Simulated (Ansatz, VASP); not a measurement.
# CaO: VASP beside Ansatz

```
CELL_PARAMETERS angstrom
0.00000 2.40356 2.40356
2.40356 0.00000 2.40356
2.40356 2.40356 0.00000
ATOMIC_POSITIONS crystal
Ca 0.00000 0.00000 0.00000
O 0.50000 0.50000 0.50000
```

Alike in both runs: task relaxation of cell and atoms; functional LDA; k mesh 10 × 10 × 10; occupations fermi-dirac, width 0.05 eV; no spin polarisation.

|  | VASP | Ansatz |
| --- | --- | --- |
| version | VASP 6.6.1 | Ansatz 0.2.0 |
| potentials or method | VASP PAW LDA potentials, release 64 (Ca_sv, O) | Ansatz PAW |
| plane-wave cutoff (eV) | 600 | 420 |
| valence electrons in the cell | 16 | 16 |

|  | VASP | Ansatz | Ansatz less VASP |
| --- | --- | --- | --- |
| relaxed volume (Å³/atom) | 13.12 | 13.04 | -0.081 |
| relaxed cell length with the largest relative difference (Å) | 3.336 | 3.329 | -0.0068 |

LDA's correlation is that of Perdew and Zunger in VASP and of Perdew and Wang (1992) in Ansatz.

Noted on Ansatz's run: the plane-wave basis is chosen anew once the cell has moved, so the energies of steps on either side of that aren't comparable.
